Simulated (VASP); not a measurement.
# Cr (Im-3m) in VASP: further runs

Cr is run at these levels: PBE; tasks: single point.

Program: VASP 6.6.1. These are calculated values, not measurements. Logs are shortened: lines on timing, memory, paths and dates and some standing lists are left out, and cuts for length are marked.

### Step 1. The cell of the first run

Symmetry: Im-3m, No. 229, cubic system. Conventional cell: a = 2.848 Å, b = 2.848 Å, c = 2.848 Å, α = 90.00°, β = 90.00°, γ = 90.00°. Within 3.3 Å of Cr (site symmetry m-3m) lie 14 Cr at 2.47 to 2.85 Å.

### Step 2. Single point, PBE

Input file INCAR:

```
ALGO = Fast
EDIFF = 1E-6
ENCUT = 520
GGA = PE
ISIF = 2
ISMEAR = 0
LASPH = T
LCHARG = T
LELF = T
LREAL = F
LVHAR = T
LWAVE = F
NBANDS = 12
NELM = 60
PREC = Accurate
SIGMA = 0.1
```

Input file KPOINTS:

```
k-points
0
Gamma
  20 20 20
```

Input file POSCAR:

```
Cr
1.0
   -1.4239150081      1.4239150081      1.4239150081
    1.4239150081     -1.4239150081      1.4239150081
    1.4239150081      1.4239150081     -1.4239150081
Cr
1
Direct
    0.0000000000      0.0000000000      0.0000000000
```

Potentials or basis: VASP PAW PBE potentials, release 64 (Cr_pv).

Command:

```bash
$ cat potpaw_PBE.64/Cr_pv/POTCAR > POTCAR
$ mpirun -np 1 vasp_std > vasp.out
```

OUTCAR:

```text
EDIFF = 1E-6
   ENCUT = 520
   GGA = PE
   ISIF = 2
   ISMEAR = 0
   LASPH = T
   LREAL = F
   NELM = 60
   PREC = Accurate

 ion  position               nearest neighbor table
   1  0.000  0.000  0.000-

  LATTYP: Found a body centered cubic cell.
 ALAT       =     2.8478300162

  Lattice vectors:

 A1 = (  -1.4239150081,   1.4239150081,   1.4239150081)
 A2 = (   1.4239150081,  -1.4239150081,   1.4239150081)
 A3 = (   1.4239150081,   1.4239150081,  -1.4239150081)

Analysis of symmetry for initial positions (statically):
=====================================================================
 Subroutine PRICEL returns:
 Original cell was already a primitive cell.

 Routine SETGRP: Setting up the symmetry group for a
 body centered cubic supercell.

 Subroutine GETGRP returns: Found 48 space group operations
 (whereof 48 operations were pure point group operations)
 out of a pool of 48 trial point group operations.

The static configuration has the point symmetry O_h .

Analysis of symmetry for dynamics (positions and initial velocities):
=====================================================================
 Subroutine PRICEL returns:
 Original cell was already a primitive cell.

 Routine SETGRP: Setting up the symmetry group for a
 body centered cubic supercell.

 Subroutine GETGRP returns: Found 48 space group operations
 (whereof 48 operations were pure point group operations)
 out of a pool of 48 trial point group operations.

The dynamic configuration has the point symmetry O_h .

 Subroutine INISYM returns: Found 48 space group operations
 (whereof 48 operations are pure point group operations),
 and found     1 'primitive' translations

----------------------------------------------------------------------------------------

                                     Primitive cell

  volume of cell :      11.5481

  direct lattice vectors                    reciprocal lattice vectors
    -1.423915008  1.423915008  1.423915008     0.000000000  0.351144554  0.351144554
     1.423915008 -1.423915008  1.423915008     0.351144554  0.000000000  0.351144554
     1.423915008  1.423915008 -1.423915008     0.351144554  0.351144554  0.000000000

  length of vectors
     2.466293140  2.466293140  2.466293140     0.496593390  0.496593390  0.496593390

  position of ions in fractional coordinates (direct lattice)
     0.000000000  0.000000000  0.000000000

  ion indices of the primitive-cell ions
   primitive index   ion index
                 1           1

----------------------------------------------------------------------------------------

 KPOINTS: k-points

Automatic generation of k-mesh.
 Grid dimensions read from file:
 generate k-points for:   20   20   20

 Generating k-lattice:

  Cartesian coordinates                     Fractional coordinates (reciprocal lattice)
     0.000000000  0.017557228  0.017557228     0.050000000  0.000000000  0.000000000
     0.017557228  0.000000000  0.017557228     0.000000000  0.050000000  0.000000000
     0.017557228  0.017557228  0.000000000     0.000000000  0.000000000  0.050000000

  Length of vectors
     0.024829670  0.024829670  0.024829670

  Shift w.r.t. Gamma in fractional coordinates (k-lattice)
     0.000000000  0.000000000  0.000000000

 Subroutine IBZKPT returns following result:
 ===========================================

 Found    256 irreducible k-points:

 Following reciprocal coordinates:
            Coordinates               Weight
  0.000000  0.000000  0.000000      1.000000
  0.050000  0.000000  0.000000     12.000000
  0.100000  0.000000  0.000000     12.000000
  0.150000  0.000000  0.000000     12.000000
  0.200000  0.000000  0.000000     12.000000
  0.250000  0.000000  0.000000     12.000000
[... 16 lines left out ...]
  0.200000  0.100000  0.000000     48.000000
  0.250000  0.100000  0.000000     48.000000
 [... further k-points ...]
   k-points           NKPTS =    256   k-points in BZ     NKDIM =    256   number of bands    NBANDS=     12
   number of dos      NEDOS =    301   number of ions     NIONS =      1
   total plane-waves  NPLWV =   5832
   dimension x,y,z NGX =    18 NGY =   18 NGZ =   18
   dimension x,y,z NGXF=    36 NGYF=   36 NGZF=   36
   ions per type =               1
   NGX,Y,Z   is equivalent  to a cutoff of  12.13, 12.13, 12.13 a.u.
   NGXF,Y,Z  is equivalent  to a cutoff of  24.27, 24.27, 24.27 a.u.
 SYSTEM =  unknown system
   PREC   = accura    normal or accurate (medium, high low for compatibility)
   ISTART =      0    job   : 0-new  1-cont  2-samecut
   ICHARG =      2    charge: 1-file 2-atom 10-const
   ISPIN  =      1    spin polarized calculation?
   LNONCOLLINEAR =      F non collinear calculations
   LSORBIT =      F    spin-orbit coupling
   LASPH  =      T    aspherical Exc in radial PAW
   ENCUT  =  520.0 eV  38.22 Ry    6.18 a.u.   4.59  4.59  4.59*2*pi/ulx,y,z
   NELM   =     60;   NELMIN=  2; NELMDL= -5     # of ELM steps
   EDIFF  = 0.1E-05   stopping-criterion for ELM
   LREAL  =      F    real-space projection
   EDIFFG = 0.1E-04   stopping-criterion for IOM
   NSW    =      0    number of steps for IOM
   IBRION =     -1    ionic relax: 0-MD 1-quasi-New 2-CG
   NFREE  =      0    steps in history (QN), initial steepest desc. (CG)
   ISIF   =      2    stress and relaxation
   ISYM   =      2    0-nonsym 1-usesym 2-fastsym
   POTIM  = 0.5000    time-step for ionic-motion
   TEBEG  =    0.0;   TEEND  =   0.0 temperature during run
   PSTRESS=    0.0 pullay stress
   NELECT =      12.0000    total number of electrons
   NUPDOWN=      -1.0000    fix difference up-down
   EMIN   =  10.00;   EMAX   =-10.00  energy-range for DOS
   EFERMI =   0.00;   METHOD = LEGACY
   ISMEAR =     0;   SIGMA  =   0.10  broadening in eV -4-tet -1-fermi 0-gaus
   EFERMI_NEDOS =   21; number of points for ismear=-14 and -15
   IALGO  =     68    algorithm
   IMIX   =      4    mixing-type and parameters
     AMIX     =   0.40;   BMIX     =  1.00
     AMIX_MAG =   1.60;   BMIX_MAG =  1.00
  volume/ion in A,a.u.               =      11.55        77.93
  Fermi-wavevector in a.u.,A,eV,Ry     =   1.658178  3.133502 37.409963  2.749555
  Thomas-Fermi vector in A             =   2.745804
   LORBIT       =      0    0 simple, 1 ext, 2 COOP (PROOUT), +10 PAW based schemes
   GGA     = PE    functional components
   LHFCALC =     F    Hartree Fock is set to
   AEXX    =    0.0000 exact exchange contribution
   IVDW    =     0    specifies the selected vdW correction
   LEPSILON=     F    determine dielectric tensor
   LRPA    =     F    only Hartree local field effects (RPA)
 non-spin polarized calculation
 RMM-DIIS sequential band-by-band and
 Gauss-broadening in eV      SIGMA  =   0.10
  energy-cutoff  :      520.00
  volume of cell :       11.55
 maximum number of plane-waves:       322
   NGX =  9   NGY =  9   NGZ =  9

 number of electron      11.9999994 magnetization

 Free energy of the ion-electron system (eV)
  ---------------------------------------------------
  ext. energy  EPLUGINS =         0.00000000
  ---------------------------------------------------
  free energy    TOTEN  =        -9.51873907 eV

  energy without entropy =       -9.51529879  energy(sigma->0) =       -9.51701893

 E-fermi :  10.9937     XC(G=0): -13.6751

 val. band max:       10.9875553360   @ k =   0.4500   0.1000   0.0000
 cond. band min:      11.0038284015   @ k =  -0.1500   0.2000   0.1000
 fundamental gap:      0.0162730655
 Fermi energy:        10.9936881023

 k-point     1 :       0.0000    0.0000    0.0000
  band No.  band energies     occupation
      1     -31.7506      2.00000
      2     -31.7506      2.00000
      3     -31.7506      2.00000
      4       3.1180      2.00000
      5      10.0642      2.00000
      6      10.0642      2.00000
      7      10.0642      2.00000
      8      12.1185      0.00000
      9      12.1185      0.00000
     10      18.0832      0.00000
     11      33.2801      0.00000
     12      33.2801      0.00000

 k-point     2 :       0.0500    0.0000    0.0000
  band No.  band energies     occupation
      1     -31.7741      2.00000
      2     -31.7578      2.00000
      3     -31.7507      2.00000
      4       3.2283      2.00000
      5      10.0214      2.00000
      6      10.0576      2.00000
      7      10.1388      2.00000
      8      12.0696      0.00000
      9      12.1214      0.00000
     10      18.0832      0.00000
     11      33.0209      0.00000
     12      33.2637      0.00000

 k-point     3 :       0.1000    0.0000    0.0000
  band No.  band energies     occupation
      1     -31.8419      2.00000
      2     -31.7786      2.00000
      3     -31.7511      2.00000
      4       3.5515      2.00000
      5       9.8989      2.00000
      6      10.0278      2.00000
      7      10.3584      2.00000
      8      11.9490      0.00000
      9      12.1313      0.00000
     10      18.0831      0.00000
     11      32.2724      0.00000
     12      33.0956      0.00000

 k-point     4 :       0.1500    0.0000    0.0000
  band No.  band energies     occupation
      1     -31.9466      2.00000
      2     -31.8109      2.00000
      3     -31.7518      2.00000
      4       4.0636      2.00000
      5       9.7128      2.00000
      6       9.9529      2.00000
      7      10.7112      1.99994
      8      11.8240      0.00000
      9      12.1510      0.00000
     10      18.0830      0.00000
     11      31.0959      0.00000
     12      32.6626      0.00000

 k-point     5 :       0.2000    0.0000    0.0000
  band No.  band energies     occupation
      1     -32.0769      2.00000
      2     -31.8514      2.00000
      3     -31.7526      2.00000
      4       4.7166      2.00000
      5       9.4861      2.00000
      6       9.8346      2.00000
      7      11.1762      0.00983
      8      11.7634      0.00000
      9      12.1832      0.00000
     10      18.0829      0.00000
     11      29.5683      0.00000
     12      31.9141      0.00000
[... 228 lines left out ...]
      1     -32.0031      2.00000
      2     -31.8103      2.00000
      3     -31.7728      2.00000
      4       4.3601      2.00000
      5       9.6900      2.00000
      6       9.7763      2.00000
      7      10.9723      1.23737
      8      11.7159      0.00000
      9      12.2148      0.00000
     10      18.0830      0.00000
     11      30.7786      0.00000
     12      31.9054      0.00000

 k-point    22 :       0.1500    0.1000   -0.0000
  band No.  band energies     occupation
      1     -32.1199      2.00000
      2     -31.8494      2.00000
      3     -31.7796      2.00000
      4       4.9968      2.00000
      5       9.4864      2.00000
      6       9.6165      2.00000
      7      11.4659      0.00000
      8      11.6416      0.00000
      9      12.2845      0.00000
     10      18.0827      0.00000
     11      29.5215      0.00000
     12      30.9293      0.00000

 k-point    23 :       0.2000    0.1000    0.0000
  band No.  band energies     occupation
      1     -32.2458      2.00000
      2     -31.8988      2.00000
      3     -31.7830      2.00000
      4       5.6933      2.00000
      5       9.2453      2.00000
      6       9.5007      2.00000
      7      11.6499      0.00000
      8      12.0470      0.00000
      9      12.3664      0.00000
     10      18.0825      0.00000
     11      27.8831      0.00000
     12      30.0041      0.00000

 k-point    24 :       0.2500    0.1000    0.0000
  band No.  band energies     occupation
      1     -32.3689      2.00000
      2     -31.9500      2.00000
      3     -31.7853      2.00000
      4       6.3085      2.00000
      5       9.0159      2.00000
      6       9.5364      2.00000
      7      11.7424      0.00000
      8      12.3968      0.00000
      9      12.7326      0.00000
     10      18.0821      0.00000
     11      26.0587      0.00000
     12      29.1706      0.00000

 [... further k-points ...]

------------------------ aborting loop because EDIFF is reached ----------------------------------------

  FORCE on cell =-STRESS in cart. coord.  units (eV):
  Direction    XX          YY          ZZ          XY          YZ          ZX
  --------------------------------------------------------------------------------------
  -------------------------------------------------------------------------------------
  Total       -0.0224654     -0.0224654     -0.0224654      0.0000000      0.0000000      0.0000000
  in kB       -3.1168273     -3.1168273     -3.1168273      0.0000000      0.0000000      0.0000000
  external PRESSURE =      -3.1168273 kB  Pullay stress =       0.0000000 kB

 VOLUME and BASIS-vectors are now :
 -----------------------------------------------------------------------------
  energy-cutoff  :      520.00
  volume of cell :       11.55
      direct lattice vectors                 reciprocal lattice vectors
    -1.423915008  1.423915008  1.423915008     0.000000000  0.351144554  0.351144554
     1.423915008 -1.423915008  1.423915008     0.351144554  0.000000000  0.351144554
     1.423915008  1.423915008 -1.423915008     0.351144554  0.351144554  0.000000000

 POSITION                                       TOTAL-FORCE (eV/Angst)
 -----------------------------------------------------------------------------------
      0.00000      0.00000      0.00000         0.000000      0.000000      0.000000
 -----------------------------------------------------------------------------------
    total drift:                                0.000000      0.000000     -0.000000

  FREE ENERGIE OF THE ION-ELECTRON SYSTEM (eV)
  ---------------------------------------------------
  free  energy   TOTEN  =        -9.5187390701 eV

  energy  without entropy=       -9.5152987871  energy(sigma->0) =       -9.51701893
```

It took 20 s on 1 thread of Intel Xeon Platinum 8488C (Sapphire Rapids), shared host; peak memory 0.14 GiB.

What came out:

| Item | Value |
| --- | --- |
| Free energy | -9.5187 eV |
| Pressure | -0.3 GPa |
| Band gap on the k mesh | zero (band 6 reaches 13.42 eV, above the bottom of band 7 at 10.06 eV) |

Caveat: the run has no spin polarisation, though such a crystal can be magnetic. Spin polarisation is off, so any magnetic state and its effect on volume and gap are missing.

### Step 3. Single point, PBE

This run uses another cell than the first one: it holds 2 atoms, not 1.

Input file INCAR:

```
  ALGO = Fast
  EDIFF = 1E-6
  ENCUT = 520
  GGA = PE
  ISIF = 2
  ISMEAR = 0
  LASPH = T
  LCHARG = T
  LELF = T
  LREAL = F
  LVHAR = T
  LWAVE = F
  NBANDS = 19
  NELM = 60
  PREC = Accurate
  SIGMA = 0.1
```

Input file KPOINTS:

```
k-points
0
Gamma
  18 18 18
```

Input file POSCAR:

```
Cr
1.0
    2.8478300163      0.0000000000      0.0000000000
    0.0000000000      2.8478300163      0.0000000000
    0.0000000000      0.0000000000      2.8478300163
Cr
2
Direct
    0.0000000000      0.0000000000      0.0000000000
    0.5000000000      0.5000000000      0.5000000000
```

Potentials or basis: VASP PAW PBE potentials, release 64 (Cr_pv).

Command:

```bash
$ cat potpaw_PBE.64/Cr_pv/POTCAR > POTCAR
$ mpirun -np 1 vasp_std > vasp.out
```

Run time: 57 s. Hardware: 1 thread of Intel Xeon Platinum 8488C (Sapphire Rapids), shared host; peak memory 0.19 GiB.

It converged, with:

```
Free energy            : -19.0345 eV
Pressure               : -0.4 GPa
Band gap on the k mesh : zero (band 12 reaches 12.09 eV, above the bottom of band 13 at 10.57 eV)
```

Levels at points of the mesh, in eV from the Fermi level:
```csv
k point,band 10,band 11,band 12,band 13,band 14,band 15
"(0.00, 0.00, 0.00)",-0.93,-0.93,-0.93,1.13,1.13,2.43
"(0.50, 0.00, 0.00)",-1.82,-0.42,-0.42,-0.42,-0.42,0.66
"(0.50, 0.50, 0.00)",-2.47,1.10,1.10,1.13,1.13,1.47
"(0.50, 0.50, 0.50)",-2.34,-2.34,-2.34,1.53,1.53,1.53
```

Caveat: the run has no spin polarisation, though such a crystal can be magnetic.
